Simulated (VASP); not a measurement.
# Be16H (a cell with a defect) in VASP: a series of runs

The runs below take Be16H (a cell with a defect) through single point, with LDA.

Program: VASP 6.6.1. These are calculated values, not measurements. Logs are shortened: lines on timing, memory, paths and dates and some standing lists are left out, and cuts for length are marked.

## Step 1: The cell of the first run

The cell holds a defect, 17 atoms: a = 4.580 Å, b = 3.966 Å, c = 7.177 Å, α = 90.00°, β = 90.00°, γ = 90.00°.

## Step 2: Single point, LDA

INCAR reads:

```
SYSTEM = Be16H
  ALGO = Normal
  EDIFF = 1E-7
  ENCUT = 520
  ISIF = 2
  ISMEAR = 0
  LASPH = .TRUE.
  LCHARG = .FALSE.
  LREAL = Auto
  LWAVE = .FALSE.
  NBANDS = 30
  NELM = 100
  PREC = Accurate
  SIGMA = 0.1
```

KPOINTS reads:

```
k-points
0
G
  4 4 3
  0 0 0
```

POSCAR reads:

```
Be16H
1.0
   -2.2900000000     -3.9663960000      0.0000000000
    3.4350000000     -1.9831980000      0.0000000000
    0.0000000000      0.0000000000      7.1768600000
Be H
16 1
Direct
    0.7495243866      0.4984683683     -0.0017869932
    0.5117722899      0.3368511044      0.2556860521
    0.7495223961      0.4990618012      0.5023068584
    0.5002844098      0.3340513242      0.7511045220
    0.5069976427     -0.0065270446     -0.0055461581
    0.2495259562      0.8303130829      0.2539529822
    0.5013796231     -0.0011396399      0.5022243711
    0.2495238013      0.8390749651      0.7475154873
    0.2495249568      0.5128233336     -0.0042556215
   -0.0127149591      0.3368587317      0.2556884208
    0.2495247424      0.5013539040      0.5054231238
   -0.0012397068      0.3340489291      0.7511046614
   -0.0079424678     -0.0065258373     -0.0055433713
    0.7495244013      0.8280264567      0.2495354514
   -0.0023302086     -0.0011418275      0.5022263218
    0.7495257644      0.8266264922      0.7463517471
    0.2495207588      0.1831631842      0.1664695981
```

Potentials or basis: VASP PAW LDA potentials, release 64 (Be, H).

Launch:

```console
$ cat potpaw_LDA.64/Be/POTCAR potpaw_LDA.64/H/POTCAR > POTCAR
$ mpirun -np 1 vasp_std > vasp.out
```

OUTCAR:

```text
SYSTEM = Be16H
   EDIFF = 1E-7
   ENCUT = 520
   ISIF = 2
   ISMEAR = 0
   LASPH = .TRUE.
   LREAL = Auto
   NELM = 100
   PREC = Accurate

 ion  position               nearest neighbor table
   1  0.750  0.498  0.998-  12 2.21   4 2.21  16 2.23  14 2.23   2 2.24  10 2.24   5 2.26  13 2.26
                             5 2.29  13 2.29   9 2.29   9 2.29
   2  0.512  0.337  0.256-  17 1.49   3 2.18  10 2.18   7 2.22  14 2.23   1 2.24  11 2.25  14 2.29
                             6 2.30   5 2.32   9 2.33   6 2.34
   3  0.750  0.499  0.502-   2 2.18  10 2.18  16 2.18   4 2.22  12 2.22  14 2.23   7 2.29  15 2.29
                             7 2.29  15 2.29  11 2.29  11 2.29
   4  0.500  0.334  0.751-  11 2.21   1 2.21   5 2.21   9 2.21   3 2.22   7 2.23  16 2.26   8 2.27
                            12 2.28  12 2.30   8 2.31  16 2.31
   5  0.507  0.993  0.994-  16 2.20   4 2.21   8 2.22  13 2.22  14 2.24   9 2.24   1 2.26   1 2.29
                             6 2.30   2 2.32  13 2.36   9 2.37
   6  0.250  0.830  0.254-  17 1.53   7 2.23  15 2.23  11 2.23   9 2.24  14 2.29  14 2.29  10 2.30
                             2 2.30  13 2.30   5 2.30   2 2.34  10 2.34
   7  0.501  0.999  0.502-  16 2.20   8 2.20   2 2.22   6 2.23   4 2.23  14 2.24  15 2.27   3 2.29
                            11 2.29   3 2.29  11 2.30  15 2.31
   8  0.250  0.839  0.748-  11 2.19  15 2.20   7 2.20   9 2.20  13 2.22   5 2.22  12 2.27   4 2.27
                            16 2.29  16 2.29   4 2.31  12 2.31
   9  0.250  0.513  0.996-   8 2.20   4 2.21  12 2.21   6 2.24  13 2.24   5 2.24   1 2.29   1 2.29
                            10 2.33   2 2.33  13 2.37   5 2.37
  10  0.987  0.337  0.256-  17 1.49   3 2.18   2 2.18  15 2.22  14 2.23   1 2.24  11 2.25  14 2.29
                             6 2.30  13 2.32   9 2.33   6 2.34
  11  0.250  0.501  0.505-   8 2.19   4 2.21  12 2.21   6 2.23  10 2.25   2 2.25  15 2.29   7 2.29
                             3 2.29   3 2.29   7 2.30  15 2.30
  12  0.999  0.334  0.751-  11 2.21   1 2.21  13 2.21   9 2.21   3 2.22  15 2.23  16 2.26   8 2.27
                             4 2.28   4 2.30   8 2.31  16 2.31
  13  0.992  0.993  0.994-  16 2.20  12 2.21   8 2.22   5 2.22  14 2.24   9 2.24   1 2.26   1 2.29
                             6 2.30  10 2.32   5 2.36   9 2.37
  14  0.750  0.828  0.250-   1 2.23  10 2.23   2 2.23   3 2.23  13 2.24   5 2.24   7 2.24  15 2.24
                             6 2.29   6 2.29   2 2.29  10 2.29
  15  0.998  0.999  0.502-  16 2.20   8 2.20  10 2.22   6 2.23  12 2.23  14 2.24   7 2.27   3 2.29
                            11 2.29   3 2.29  11 2.30   7 2.31
  16  0.750  0.827  0.746-   3 2.18  15 2.20   7 2.20   5 2.20  13 2.20   1 2.23  12 2.26   4 2.26
                             8 2.29   8 2.29  12 2.31   4 2.31
  17  0.250  0.183  0.166-  10 1.49   2 1.49   6 1.53

  LATTYP: Found a simple orthorhombic cell.
 ALAT       =     3.9663962620
 B/A-ratio  =     1.1547004875
 C/A-ratio  =     1.8094157835

  Lattice vectors:

 A1 = (  -3.4350000000,   1.9831980000,   0.0000000000)
 A2 = (  -2.2900000000,  -3.9663960000,   0.0000000000)
 A3 = (   0.0000000000,   0.0000000000,   7.1768600000)

Analysis of symmetry for initial positions (statically):
=====================================================================
 Subroutine PRICEL returns:
 Original cell was already a primitive cell.

 Routine SETGRP: Setting up the symmetry group for a
 simple orthorhombic supercell.

 Subroutine GETGRP returns: Found  1 space group operations
 (whereof  1 operations were pure point group operations)
 out of a pool of  8 trial point group operations.

The static configuration has the point symmetry C_1 .

Analysis of symmetry for dynamics (positions and initial velocities):
=====================================================================
 Subroutine PRICEL returns:
 Original cell was already a primitive cell.

 Routine SETGRP: Setting up the symmetry group for a
 simple orthorhombic supercell.

 Subroutine GETGRP returns: Found  1 space group operations
 (whereof  1 operations were pure point group operations)
 out of a pool of  8 trial point group operations.

The dynamic configuration has the point symmetry C_1 .

 Subroutine INISYM returns: Found  1 space group operations
 (whereof  1 operations are pure point group operations),
 and found     1 'primitive' translations

----------------------------------------------------------------------------------------

                                     Primitive cell

  volume of cell :     130.3755

  direct lattice vectors                    reciprocal lattice vectors
    -2.290000000 -3.966396000  0.000000000    -0.109170306 -0.189088533  0.000000000
     3.435000000 -1.983198000  0.000000000     0.218340611 -0.126059022  0.000000000
     0.000000000  0.000000000  7.176860000     0.000000000  0.000000000  0.139336702

  length of vectors
     4.579999697  3.966396262  7.176860000     0.218340626  0.252118027  0.139336702

  position of ions in fractional coordinates (direct lattice)
     0.749524387  0.498468368  0.998213007
     0.511772290  0.336851104  0.255686052
     0.749522396  0.499061801  0.502306858
     0.500284410  0.334051324  0.751104522
     0.506997643  0.993472955  0.994453842
     0.249525956  0.830313083  0.253952982
[... 9 lines left out ...]
     0.749525764  0.826626492  0.746351747
     0.249520759  0.183163184  0.166469598

  ion indices of the primitive-cell ions
   primitive index   ion index
                 1           1
                 2           2
                 3           3
                 4           4
                 5           5
                 6           6
[... 9 lines left out ...]
                16          16
                17          17

----------------------------------------------------------------------------------------

 KPOINTS: k-points

Automatic generation of k-mesh.
 Grid dimensions read from file:
 generate k-points for:    4    4    3

 Generating k-lattice:

  Cartesian coordinates                     Fractional coordinates (reciprocal lattice)
    -0.027292576 -0.047272133  0.000000000     0.250000000  0.000000000  0.000000000
     0.054585153 -0.031514755  0.000000000     0.000000000  0.250000000  0.000000000
     0.000000000  0.000000000  0.046445567     0.000000000  0.000000000  0.333333333

  Length of vectors
     0.054585156  0.063029507  0.046445567

  Shift w.r.t. Gamma in fractional coordinates (k-lattice)
     0.000000000  0.000000000  0.000000000

 Subroutine IBZKPT returns following result:
 ===========================================

 Found     26 irreducible k-points:

 Following reciprocal coordinates:
            Coordinates               Weight
  0.000000  0.000000  0.000000      1.000000
  0.250000  0.000000  0.000000      2.000000
  0.500000  0.000000  0.000000      1.000000
  0.000000  0.250000  0.000000      2.000000
  0.250000  0.250000  0.000000      2.000000
 -0.250000  0.250000  0.000000      2.000000
[... 16 lines left out ...]
  0.000000  0.500000  0.333333      2.000000
  0.250000  0.500000  0.333333      2.000000
 [... further k-points ...]
   k-points           NKPTS =     26   k-points in BZ     NKDIM =     26   number of bands    NBANDS=     30
   number of dos      NEDOS =    301   number of ions     NIONS =     17
   total plane-waves  NPLWV =  58320
   dimension x,y,z NGX =    36 NGY =   30 NGZ =   54
   dimension x,y,z NGXF=    72 NGYF=   60 NGZF=  108
   ions per type =              16   1
   NGX,Y,Z   is equivalent  to a cutoff of  13.07, 12.57, 12.51 a.u.
   NGXF,Y,Z  is equivalent  to a cutoff of  26.13, 25.15, 25.02 a.u.
 SYSTEM =  Be16H
   PREC   = accura    normal or accurate (medium, high low for compatibility)
   ISTART =      0    job   : 0-new  1-cont  2-samecut
   ICHARG =      2    charge: 1-file 2-atom 10-const
   ISPIN  =      1    spin polarized calculation?
   LNONCOLLINEAR =      F non collinear calculations
   LSORBIT =      F    spin-orbit coupling
   LASPH  =      T    aspherical Exc in radial PAW
   ENCUT  =  520.0 eV  38.22 Ry    6.18 a.u.   8.52  7.37 13.34*2*pi/ulx,y,z
   NELM   =    100;   NELMIN=  2; NELMDL= -5     # of ELM steps
   EDIFF  = 0.1E-06   stopping-criterion for ELM
   LREAL  =      T    real-space projection
   EDIFFG = 0.1E-05   stopping-criterion for IOM
   NSW    =      0    number of steps for IOM
   IBRION =     -1    ionic relax: 0-MD 1-quasi-New 2-CG
   NFREE  =      0    steps in history (QN), initial steepest desc. (CG)
   ISIF   =      2    stress and relaxation
   ISYM   =      2    0-nonsym 1-usesym 2-fastsym
   POTIM  = 0.5000    time-step for ionic-motion
   TEBEG  =    0.0;   TEEND  =   0.0 temperature during run
   PSTRESS=    0.0 pullay stress
   NELECT =      33.0000    total number of electrons
   NUPDOWN=      -1.0000    fix difference up-down
   EMIN   =  10.00;   EMAX   =-10.00  energy-range for DOS
   EFERMI =   0.00;   METHOD = LEGACY
   ISMEAR =     0;   SIGMA  =   0.10  broadening in eV -4-tet -1-fermi 0-gaus
   EFERMI_NEDOS =   21; number of points for ismear=-14 and -15
   IALGO  =     38    algorithm
   IMIX   =      4    mixing-type and parameters
     AMIX     =   0.40;   BMIX     =  1.00
     AMIX_MAG =   1.60;   BMIX_MAG =  1.00
  volume/ion in A,a.u.               =       7.67        51.75
  Fermi-wavevector in a.u.,A,eV,Ry     =   1.035573  1.956950 14.591049  1.072412
  Thomas-Fermi vector in A             =   2.169923
   LORBIT       =      0    0 simple, 1 ext, 2 COOP (PROOUT), +10 PAW based schemes
   GGA     = CA    functional components
   LHFCALC =     F    Hartree Fock is set to
   AEXX    =    0.0000 exact exchange contribution
   IVDW    =     0    specifies the selected vdW correction
   LEPSILON=     F    determine dielectric tensor
   LRPA    =     F    only Hartree local field effects (RPA)
 non-spin polarized calculation
 Gauss-broadening in eV      SIGMA  =   0.10
  energy-cutoff  :      520.00
  volume of cell :      130.38
 maximum number of plane-waves:      3529
 NGX is ok and might be reduce to    36
   NGX = 17   NGY = 15   NGZ = 27

 number of electron      33.0000000 magnetization

 Free energy of the ion-electron system (eV)
  ---------------------------------------------------
  ext. energy  EPLUGINS =         0.00000000
  ---------------------------------------------------
  free energy    TOTEN  =       -68.85922792 eV

  energy without entropy =      -68.85019877  energy(sigma->0) =      -68.85471334

 E-fermi :   7.2472     XC(G=0): -10.6019

 val. band max:        7.2424644991   @ k =   0.2500   0.0000   0.0000
 cond. band min:       7.2786878241   @ k =   0.0000   0.0000   0.0000
 fundamental gap:      0.0362233249
 Fermi energy:         7.2471936352

 k-point     1 :       0.0000    0.0000    0.0000
  band No.  band energies     occupation
      1      -5.2395      2.00000
      2      -3.1265      2.00000
      3      -2.3202      2.00000
      4      -0.3956      2.00000
      5       0.7869      2.00000
      6       1.3471      2.00000
[... 20 lines left out ...]
     27      10.0676      0.00000
     28      10.0822      0.00000

 k-point     2 :       0.2500    0.0000    0.0000
  band No.  band energies     occupation
      1      -4.9924      2.00000
      2      -2.9536      2.00000
      3      -1.9884      2.00000
      4      -1.6561      2.00000
      5       0.0106      2.00000
      6       0.6167      2.00000
[... 674 lines left out ...]
 k-point    24 :       0.2500    0.5000    0.3333
  band No.  band energies     occupation
      1      -4.0818      2.00000
      2      -2.1472      2.00000
      3      -1.6851      2.00000
      4      -1.4319      2.00000
      5      -0.3758      2.00000
      6       0.3969      2.00000
[... 20 lines left out ...]
     27      12.9175      0.00000
     28      13.1148      0.00000

 [... further k-points ...]

 [bands above 28 left out]

------------------------ aborting loop because EDIFF is reached ----------------------------------------

  FORCE on cell =-STRESS in cart. coord.  units (eV):
  Direction    XX          YY          ZZ          XY          YZ          ZX
  --------------------------------------------------------------------------------------
  -------------------------------------------------------------------------------------
  Total       -3.9761105     -4.5701786     -3.3363423     -0.5145593      0.0187031     -0.0323224
  in kB      -48.8621982    -56.1626683    -41.0001235     -6.3233903      0.2298413     -0.3972082
  external PRESSURE =     -48.6749966 kB  Pullay stress =       0.0000000 kB

 VOLUME and BASIS-vectors are now :
 -----------------------------------------------------------------------------
  energy-cutoff  :      520.00
  volume of cell :      130.38
      direct lattice vectors                 reciprocal lattice vectors
    -2.290000000 -3.966396000  0.000000000    -0.109170306 -0.189088533  0.000000000
     3.435000000 -1.983198000  0.000000000     0.218340611 -0.126059022  0.000000000
     0.000000000  0.000000000  7.176860000     0.000000000  0.000000000  0.139336702

 POSITION                                       TOTAL-FORCE (eV/Angst)
 -----------------------------------------------------------------------------------
     -0.00417     -3.96147      7.16403         0.024381     -0.014333      0.028534
     -0.01488     -2.69793      1.83502        -0.004921      0.038559      0.059335
     -0.00213     -3.96264      3.60499         0.020867     -0.012359      0.034935
      0.00182     -2.64682      5.39057        -0.006084     -0.004941      0.042963
      2.25156     -3.98121      7.13706        -0.024464     -0.013498      0.048326
      2.28071     -2.63639      1.82258         0.025001     -0.014491      0.057428
[... 9 lines left out ...]
      1.12305     -4.61228      5.35646         0.003252     -0.001763      0.020817
      0.05776     -1.35295      1.19473         0.019037     -0.011010     -0.587624
 -----------------------------------------------------------------------------------
    total drift:                               -0.001235      0.000127      0.000612

  FREE ENERGIE OF THE ION-ELECTRON SYSTEM (eV)
  ---------------------------------------------------
  free  energy   TOTEN  =       -68.8592279173 eV

  energy  without entropy=      -68.8501987721  energy(sigma->0) =      -68.85471334
```

Wall time 71 s (1 thread of Intel Xeon 6975P-C (Granite Rapids), shared host); peak memory 0.22 GiB.

Results:

```yaml
Free_energy: -68.8592 eV
Pressure: -4.9 GPa
Largest_force: 0.588 eV/Å
```

Forces in eV/Å, atoms in the order of the input:
```
Be   0.024 -0.014  0.029
Be  -0.005  0.039  0.059
Be   0.021 -0.012  0.035
Be  -0.006 -0.005  0.043
Be  -0.024 -0.013  0.048
Be   0.025 -0.014  0.057
Be   0.010  0.001  0.002
Be   0.015 -0.009  0.019
Be  -0.007  0.004  0.068
Be  -0.036 -0.015  0.059
Be  -0.034  0.020  0.020
Be   0.001  0.007  0.043
Be  -0.001  0.028  0.048
Be  -0.011  0.006  0.033
Be   0.004 -0.009  0.002
Be   0.003 -0.002  0.021
H    0.019 -0.011 -0.588
```

Levels at points of the mesh, in eV from the Fermi level:
```csv
k point,band 14,band 15,band 16,band 17,band 18,band 19
"(0.00, 0.00, 0.00)",-3.74,-0.55,0.03,0.21,0.58,0.77
"(0.50, 0.00, 0.00)",-2.59,-2.49,-2.42,-0.76,0.09,0.29
"(0.00, 0.50, 0.00)",-3.74,-2.86,-2.73,-0.05,0.58,0.67
"(0.50, 0.50, 0.00)",-1.10,-1.05,-1.01,0.13,0.26,0.41
```

Caveat: the k points lie up to 0.40 Å⁻¹ apart.

## Step 3: Single point, LDA

INCAR reads:

```
ALGO = Normal
EDIFF = 1E-6
ENCUT = 520
GGA = CA
ISIF = 2
ISMEAR = 0
LASPH = True
LCHARG = False
LREAL = Auto
LWAVE = False
NBANDS = 30
NELM = 60
PREC = Accurate
SIGMA = 0.1
```

KPOINTS reads:

```
k-points
0
Gamma
  4 4 3
```

POSCAR reads:

```
Be16H
1.0
   -2.2900000000     -3.9663960000      0.0000000000
    3.4350000000     -1.9831980000      0.0000000000
    0.0000000000      0.0000000000      7.1768600000
Be H
16 1
Direct
    0.7495964337      0.4957481319     -0.0015006563
    0.5168615555      0.3398291011      0.2542631457
    0.7495972095      0.4964388966      0.5019780238
    0.4993889868      0.3341938224      0.7507039290
    0.5046357205     -0.0054705095     -0.0059505132
    0.2496002444      0.8255719242      0.2525253384
    0.5021018527     -0.0022785320      0.5041986328
    0.2495940319      0.8373174187      0.7484941883
    0.2495950069      0.5116112273     -0.0060178128
   -0.0176500841      0.3398390997      0.2542623097
    0.2495951804      0.5052454041      0.5060449835
   -0.0001989857      0.3341936893      0.7507078304
   -0.0054517562     -0.0054720587     -0.0059506525
    0.7495993216      0.8280586453      0.2494529641
   -0.0029103348     -0.0022793789      0.5041962641
    0.7495957339      0.8267275781      0.7477626706
    0.2495858984      0.1815600313      0.2084098060
```

Potentials or basis: VASP PAW LDA potentials, release 64 (Be, H).

Launch:

```console
$ cat potpaw_LDA.64/Be/POTCAR potpaw_LDA.64/H/POTCAR > POTCAR
$ mpirun -np 1 vasp_std > vasp.out
```

Run time: 51 s. Hardware: 1 thread of Intel Xeon 6975P-C (Granite Rapids), shared host; peak memory 0.23 GiB.

Results (log left out):

```
Free energy   : -68.6456 eV
Pressure      : -4.0 GPa
Largest force : 0.634 eV/Å
```

Forces in eV/Å, atoms in the order of the input:
```
Be   0.007 -0.004  0.034
Be  -0.012  0.026  0.105
Be   0.017 -0.010  0.043
Be  -0.001 -0.004  0.043
Be  -0.026 -0.007  0.033
Be   0.029 -0.017  0.074
Be   0.014  0.001  0.009
Be   0.006 -0.003  0.005
Be   0.011 -0.007  0.048
Be  -0.028 -0.002  0.105
Be  -0.037  0.021  0.030
Be   0.003  0.003  0.042
Be  -0.007  0.026  0.033
Be   0.004 -0.002  0.022
Be   0.006 -0.013  0.009
Be  -0.003  0.001 -0.001
H    0.016 -0.010 -0.634
```

Stress tensor (GPa, compression positive):
```
-4.85 -0.17  0.05
-0.17 -5.05 -0.03
 0.05 -0.03 -2.10
```

Levels at points of the mesh, in eV from the Fermi level:
```tsv
k point	band 14	band 15	band 16	band 17	band 18	band 19
(0.00, 0.00, 0.00)	-3.66	-0.79	0.06	0.30	0.79	0.91
(0.50, 0.00, 0.00)	-2.48	-2.40	-2.39	-1.01	0.10	0.39
(0.00, 0.50, 0.00)	-3.65	-2.68	-2.63	-0.31	0.69	0.78
(0.50, 0.50, 0.00)	-1.08	-0.96	-0.90	-0.16	0.33	0.48
```

Caveat: the k points lie up to 0.40 Å⁻¹ apart.
